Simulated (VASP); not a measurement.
# Si3H2C4 in VASP: notebook

Runs on Si3H2C4. Level: LDA. Tasks: single point.

Program: VASP 6.6.1. These are calculated values, not measurements. Logs are shortened: lines on timing, memory, paths and dates and some standing lists are left out, and cuts for length are marked.

**1. The cell of the first run**

The cell holds a slab with vacuum, 18 atoms: a = 6.122 Å, b = 3.061 Å, c = 19.996 Å, α = 90.00°, β = 90.00°, γ = 90.00°.

**2. Single point, LDA**

File INCAR:

```
PREC = Accurate
ENCUT = 520
EDIFF = 1E-7
ISMEAR = 0
SIGMA = 0.05
LREAL = Auto
LASPH = T
NELM = 80
ALGO = Normal
ISIF = 2
LWAVE = F
LCHARG = F
LDIPOL = T
IDIPOL = 3
DIPOL = 0.5 0.5 0.353
NBANDS = 45
```

File KPOINTS:

```
Automatic mesh
0
Gamma
  4 8 1
```

File POSCAR:

```
Si3H2C4
1.0
    6.1223116280      0.0000000000      0.0000000000
    0.0000000000      3.0611558140      0.0000000000
    0.0000000000      0.0000000000     19.9960979072
C Si H
8 6 4
Direct
    0.5000000000      0.5000000000      0.2326656844
    0.0000000000      0.5000000000      0.2326656844
    0.7500000000      0.0000000000      0.3409150060
    0.2500000000      0.0000000000      0.3409150060
   -0.0028097617      0.5000000000      0.4627961005
    0.5017067802      0.5000000000      0.4454544229
    0.3871608541      0.0000000000      0.5529292973
    0.6096379638      0.0000000000      0.5598806535
    0.2500000000      0.5000000000      0.2867903452
    0.7500000000      0.5000000000      0.2867903452
    0.5006547296      0.0000000000      0.3938593570
   -0.0015712642      0.0000000000      0.4013743936
    0.7204633432      0.5000000000      0.5121282624
    0.2741756309      0.5000000000      0.5085214480
    0.5000000000      0.2236746754      0.1987605550
    0.5000000000      0.7763253246      0.1987605550
    0.0000000000      0.7759774367      0.1986431602
    0.0000000000      0.2240225633      0.1986431602
```

Potentials or basis: VASP PAW LDA potentials, release 64 (C, Si, H).

On the command line:

```
> cat potpaw_LDA.64/C/POTCAR potpaw_LDA.64/Si/POTCAR potpaw_LDA.64/H/POTCAR > POTCAR
> mpirun -np 1 vasp_std > vasp.out
```

OUTCAR:

```text
PREC = Accurate
   ENCUT = 520
   EDIFF = 1E-7
   ISMEAR = 0
   LREAL = Auto
   LASPH = T
   NELM = 80
   ISIF = 2

 ion  position               nearest neighbor table
   1  0.500  0.500  0.233-  15 1.08  16 1.08   9 1.87  10 1.87
   2  0.000  0.500  0.233-  17 1.08  18 1.08   9 1.87  10 1.87
   3  0.750  0.000  0.341-  11 1.86  10 1.87  10 1.87  12 1.94
   4  0.250  0.000  0.341-  11 1.86   9 1.87   9 1.87  12 1.96
   5  0.997  0.500  0.463-  14 1.93  13 1.96  12 1.96  12 1.96
   6  0.502  0.500  0.445-  11 1.85  11 1.85  14 1.88  13 1.89
   7  0.387  0.000  0.553-   8 1.37  14 1.90  14 1.90
   8  0.610  0.000  0.560-   7 1.37  13 1.93  13 1.93
   9  0.250  0.500  0.287-   4 1.87   4 1.87   1 1.87   2 1.87  11 3.05  11 3.05  10 3.06  10 3.06

  10  0.750  0.500  0.287-   3 1.87   3 1.87   1 1.87   2 1.87  11 3.04  11 3.04   9 3.06   9 3.06
                            12 3.15  12 3.15
  11  0.501  0.000  0.394-   6 1.85   6 1.85   3 1.86   4 1.86  10 3.04  10 3.04   9 3.05   9 3.05
                            12 3.05  12 3.08  14 3.09  14 3.09  13 3.12  13 3.12
  12  0.998  0.000  0.401-   3 1.94   4 1.96   5 1.96   5 1.96  11 3.05  11 3.08  14 3.13  14 3.13
                            10 3.15  10 3.15
  13  0.720  0.500  0.512-   6 1.89   8 1.93   8 1.93   5 1.96  14 2.73  11 3.12  11 3.12
  14  0.274  0.500  0.509-   6 1.88   7 1.90   7 1.90   5 1.93  13 2.73  11 3.09  11 3.09  12 3.13
                            12 3.13
  15  0.500  0.224  0.199-   1 1.08
  16  0.500  0.776  0.199-   1 1.08
  17  0.000  0.776  0.199-   2 1.08
  18  0.000  0.224  0.199-   2 1.08

  LATTYP: Found a simple orthorhombic cell.
 ALAT       =     3.0611558140
 B/A-ratio  =     2.0000000000
 C/A-ratio  =     6.5322051938

  Lattice vectors:

 A1 = (   0.0000000000,  -3.0611558140,   0.0000000000)
 A2 = (   6.1223116280,   0.0000000000,   0.0000000000)
 A3 = (   0.0000000000,   0.0000000000,  19.9960979072)

Analysis of symmetry for initial positions (statically):
=====================================================================
 Subroutine PRICEL returns:
 Original cell was already a primitive cell.

 Routine SETGRP: Setting up the symmetry group for a
 simple orthorhombic supercell.

 Subroutine GETGRP returns: Found  2 space group operations
 (whereof  2 operations were pure point group operations)
 out of a pool of  8 trial point group operations.

The static configuration has the point symmetry C_1h.

Analysis of symmetry for dynamics (positions and initial velocities):
=====================================================================
 Subroutine PRICEL returns:
 Original cell was already a primitive cell.

 Routine SETGRP: Setting up the symmetry group for a
 simple orthorhombic supercell.

 Subroutine GETGRP returns: Found  2 space group operations
 (whereof  2 operations were pure point group operations)
 out of a pool of  8 trial point group operations.

The dynamic configuration has the point symmetry C_1h.

 Subroutine INISYM returns: Found  2 space group operations
 (whereof  2 operations are pure point group operations),
 and found     1 'primitive' translations

----------------------------------------------------------------------------------------

                                     Primitive cell

  volume of cell :     374.7539

  direct lattice vectors                    reciprocal lattice vectors
     6.122311628  0.000000000  0.000000000     0.163336998  0.000000000  0.000000000
     0.000000000  3.061155814  0.000000000     0.000000000  0.326673995  0.000000000
     0.000000000  0.000000000 19.996097907     0.000000000  0.000000000  0.050009757

  length of vectors
     6.122311628  3.061155814 19.996097907     0.163336998  0.326673995  0.050009757

  position of ions in fractional coordinates (direct lattice)
     0.500000000  0.500000000  0.232665684
     0.000000000  0.500000000  0.232665684
     0.750000000  0.000000000  0.340915006
     0.250000000  0.000000000  0.340915006
     0.997190238  0.500000000  0.462796101
     0.501706780  0.500000000  0.445454423
[... 10 lines left out ...]
     0.000000000  0.775977437  0.198643160
     0.000000000  0.224022563  0.198643160

  ion indices of the primitive-cell ions
   primitive index   ion index
                 1           1
                 2           2
                 3           3
                 4           4
                 5           5
[... 31 lines left out ...]

  Shift w.r.t. Gamma in fractional coordinates (k-lattice)
     0.000000000  0.000000000  0.000000000

 Subroutine IBZKPT returns following result:
 ===========================================

 Found     15 irreducible k-points:

 Following reciprocal coordinates:
            Coordinates               Weight
  0.000000  0.000000  0.000000      1.000000
  0.250000  0.000000  0.000000      2.000000
  0.500000  0.000000  0.000000      1.000000
  0.000000  0.125000  0.000000      2.000000
  0.250000  0.125000  0.000000      4.000000
  0.500000  0.125000  0.000000      2.000000
  0.000000  0.250000  0.000000      2.000000
  0.250000  0.250000  0.000000      4.000000
  0.500000  0.250000  0.000000      2.000000
  0.000000  0.375000  0.000000      2.000000
  0.250000  0.375000  0.000000      4.000000
  0.500000  0.375000  0.000000      2.000000
  0.000000  0.500000  0.000000      1.000000
  0.250000  0.500000  0.000000      2.000000
  0.500000  0.500000  0.000000      1.000000
   k-points           NKPTS =     15   k-points in BZ     NKDIM =     15   number of bands    NBANDS=     45
   number of dos      NEDOS =    301   number of ions     NIONS =     18
   total plane-waves  NPLWV = 172800
   dimension x,y,z NGX =    48 NGY =   24 NGZ =  150
   dimension x,y,z NGXF=    96 NGYF=   48 NGZF=  300
   ions per type =               8   6   4
   NGX,Y,Z   is equivalent  to a cutoff of  13.03, 13.03, 12.47 a.u.
   NGXF,Y,Z  is equivalent  to a cutoff of  26.07, 26.07, 24.94 a.u.
 SYSTEM =  unknown system
   PREC   = accura    normal or accurate (medium, high low for compatibility)
   ISTART =      0    job   : 0-new  1-cont  2-samecut
   ICHARG =      2    charge: 1-file 2-atom 10-const
   ISPIN  =      1    spin polarized calculation?
   LNONCOLLINEAR =      F non collinear calculations
   LSORBIT =      F    spin-orbit coupling
   LASPH  =      T    aspherical Exc in radial PAW
   ENCUT  =  520.0 eV  38.22 Ry    6.18 a.u.  11.38  5.69 37.18*2*pi/ulx,y,z
   NELM   =     80;   NELMIN=  2; NELMDL= -5     # of ELM steps
   EDIFF  = 0.1E-06   stopping-criterion for ELM
   LREAL  =      T    real-space projection
   EDIFFG = 0.1E-05   stopping-criterion for IOM
   NSW    =      0    number of steps for IOM
   IBRION =     -1    ionic relax: 0-MD 1-quasi-New 2-CG
   NFREE  =      0    steps in history (QN), initial steepest desc. (CG)
   ISIF   =      2    stress and relaxation
   ISYM   =      2    0-nonsym 1-usesym 2-fastsym
   POTIM  = 0.5000    time-step for ionic-motion
   TEBEG  =    0.0;   TEEND  =   0.0 temperature during run
   PSTRESS=    0.0 pullay stress
   NELECT =      60.0000    total number of electrons
   NUPDOWN=      -1.0000    fix difference up-down
   EMIN   =  10.00;   EMAX   =-10.00  energy-range for DOS
   EFERMI =   0.00;   METHOD = LEGACY
   ISMEAR =     0;   SIGMA  =   0.05  broadening in eV -4-tet -1-fermi 0-gaus
   EFERMI_NEDOS =   21; number of points for ismear=-14 and -15
   IALGO  =     38    algorithm
   IMIX   =      4    mixing-type and parameters
     AMIX     =   0.40;   BMIX     =  1.00
     AMIX_MAG =   1.60;   BMIX_MAG =  1.00
  volume/ion in A,a.u.               =      20.82       140.50
  Fermi-wavevector in a.u.,A,eV,Ry     =   0.888948  1.679869 10.751721  0.790229
  Thomas-Fermi vector in A             =   2.010445
   LORBIT       =      0    0 simple, 1 ext, 2 COOP (PROOUT), +10 PAW based schemes
   GGA     = CA    functional components
   LHFCALC =     F    Hartree Fock is set to
   AEXX    =    0.0000 exact exchange contribution
   IVDW    =     0    specifies the selected vdW correction
   LEPSILON=     F    determine dielectric tensor
   LRPA    =     F    only Hartree local field effects (RPA)
 non-spin polarized calculation
 Gauss-broadening in eV      SIGMA  =   0.05
  energy-cutoff  :      520.00
  volume of cell :      374.75
 maximum number of plane-waves:     10115
 NGX is ok and might be reduce to    48
   NGX = 23   NGY = 11   NGZ = 75

 dipolmoment           0.000000      0.000000     -0.000124 electrons x Angstroem

 number of electron      60.0000001 magnetization

 dipolmoment           0.000000      0.000000      0.168011 electrons x Angstroem

 Free energy of the ion-electron system (eV)
  ---------------------------------------------------
  ext. energy  EPLUGINS =         0.00000000
  ---------------------------------------------------
  free energy    TOTEN  =      -129.34016963 eV

  energy without entropy =     -129.33796731  energy(sigma->0) =     -129.33906847

 E-fermi :   1.0446     XC(G=0):  -5.4303

 val. band max:        0.9208613287   @ k =   0.2500   0.5000   0.0000
 cond. band min:       1.0501696612   @ k =   0.0000   0.3750   0.0000
 fundamental gap:      0.1293083324
 Fermi energy:         1.0446277159

 k-point     1 :       0.0000    0.0000    0.0000
  band No.  band energies     occupation
      1     -15.7204      2.00000
      2     -14.8358      2.00000
      3     -13.4844      2.00000
      4     -12.5367      2.00000
      5     -12.2172      2.00000
      6     -12.1892      2.00000
[... 664 lines left out ...]
     41       5.8101      0.00000
     42       6.3991      0.00000
 [bands above 42 left out]

------------------------ aborting loop because EDIFF is reached ----------------------------------------

 vacuum level on the upper side and lower side of the slab       (xc-potential included)         0.681        -0.887

  FORCE on cell =-STRESS in cart. coord.  units (eV):
  Direction    XX          YY          ZZ          XY          YZ          ZX
  --------------------------------------------------------------------------------------
  -------------------------------------------------------------------------------------
  Total       -6.1334618      9.2656066     -8.4610019      0.0000000      0.0000000     -0.0064449
  in kB      -26.2222605     39.6130533    -36.1731435      0.0000000      0.0000000     -0.0275538
  external PRESSURE =      -7.5941169 kB  Pullay stress =       0.0000000 kB

 VOLUME and BASIS-vectors are now :
 -----------------------------------------------------------------------------
  energy-cutoff  :      520.00
  volume of cell :      374.75
      direct lattice vectors                 reciprocal lattice vectors
     6.122311628  0.000000000  0.000000000     0.163336998  0.000000000  0.000000000
     0.000000000  3.061155814  0.000000000     0.000000000  0.326673995  0.000000000
     0.000000000  0.000000000 19.996097907     0.000000000  0.000000000  0.050009757

 POSITION                                       TOTAL-FORCE (eV/Angst)
 -----------------------------------------------------------------------------------
      3.06116      1.53058      4.65241         0.001870      0.000000      0.794616
      0.00000      1.53058      4.65241         0.000009      0.000000      0.616630
      4.59173      0.00000      6.81697         0.711767      0.000000      0.486765
      1.53058      0.00000      6.81697        -0.712483      0.000000      0.652451
      6.10511      1.53058      9.25412         0.009498      0.000000      0.020647
      3.07161      1.53058      8.90735        -0.006675      0.000000     -0.010940
[... 10 lines left out ...]
      0.00000      2.37539      3.97209         0.001370      0.034516     -0.026711
      0.00000      0.68577      3.97209         0.001370     -0.034516     -0.026711
 -----------------------------------------------------------------------------------
    total drift:                               -0.013702      0.000000      0.001849

  FREE ENERGIE OF THE ION-ELECTRON SYSTEM (eV)
  ---------------------------------------------------
  free  energy   TOTEN  =      -129.3401696292 eV

  energy  without entropy=     -129.3379673120  energy(sigma->0) =     -129.33906847

 vacuum level on the upper side and lower side of the slab         5.864         4.258
```

It took 18 min on 1 thread of AMD EPYC 7R43 (Zen 3), shared host; peak memory 0.39 GiB.

What came out:

| Item | Value |
| --- | --- |
| Free energy | -129.3402 eV |
| Largest force | 1.540 eV/Å |
| Band gap on the k mesh | zero (bands 30 and 31 overlap by 0.64 eV) |

Forces on the atoms (eV/Å):
```
C    0.002  0.000  0.795
C    0.000  0.000  0.617
C    0.712  0.000  0.487
C   -0.712  0.000  0.652
C    0.009  0.000  0.021
C   -0.007  0.000 -0.011
C   -0.080  0.000  0.026
C    0.070  0.000 -1.538
Si  -0.422  0.000 -0.459
Si   0.423  0.000 -0.474
Si   0.001  0.000  0.000
Si   0.002  0.000  0.000
Si   0.015  0.000  0.002
Si  -0.018  0.000  0.002
H    0.001 -0.037 -0.033
H    0.001  0.037 -0.033
H    0.001  0.035 -0.027
H    0.001 -0.035 -0.027
```

Levels at points of the mesh, in eV from the Fermi level:
| k point | band 27 | band 28 | band 29 | band 30 | band 31 | band 32 | band 33 | band 34 |
| --- | --- | --- | --- | --- | --- | --- | --- | --- |
| (0.00, 0.00, 0.00) | -2.03 | -1.94 | -1.56 | 0.04 | 0.74 | 0.90 | 2.45 | 2.66 |
| (0.50, 0.00, 0.00) | -2.06 | -1.99 | -1.85 | 0.21 | 0.58 | 2.23 | 2.67 | 2.81 |
| (0.00, 0.50, 0.00) | -2.73 | -2.25 | -2.17 | -1.87 | -0.43 | 1.15 | 2.41 | 2.69 |
| (0.50, 0.50, 0.00) | -3.70 | -3.41 | -2.94 | -2.62 | 0.35 | 1.90 | 2.35 | 2.67 |

(Part 1 of 2 ends here.)
